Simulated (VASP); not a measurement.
A run of VASP 6.6.1:

Contents of INCAR:

```
SYSTEM = Al
ALGO = Normal ; EDIFF = 1E-6
ENCUT = 500 ; GGA = PE
GGA_COMPAT = .False. ; ISIF = 2
ISMEAR = 0 ; LASPH = .True.
LCHARG = .False. ; LREAL = .False.
LWAVE = .False. ; NBANDS = 10
NELM = 120 ; PREC = Accurate
SIGMA = 0.1
```

KPOINTS

```
Automatic mesh
0
Gamma
  6 6 4
  0 0 0.5
```

File POSCAR:

```
Al
1.0
    2.8124553515      0.0000000000      0.0000000000
   -1.4062276757      2.4356577814      0.0000000000
    0.0000000000      0.0000000000      4.8668500000
Al
2
Direct
    0.9406666667      0.4073333333      1.5720000000
    0.6073333333      0.7406666667      1.0720000000
```

Potentials or basis: VASP PAW PBE potentials, release 64 (Al).

Launch:

```console
$ cat potpaw_PBE.64/Al/POTCAR > POTCAR
$ mpirun -np 1 vasp_std > vasp.out
```

Hardware: 1 thread of Intel Xeon 6975P-C, with other jobs on the host.

Question: Estimate the wall time of this run.

Answer: It took 4.7 s on 1 thread of Intel Xeon 6975P-C, with other jobs on the host, peak memory 0.14 GiB. Counts: scf iterations 10, k points 14.
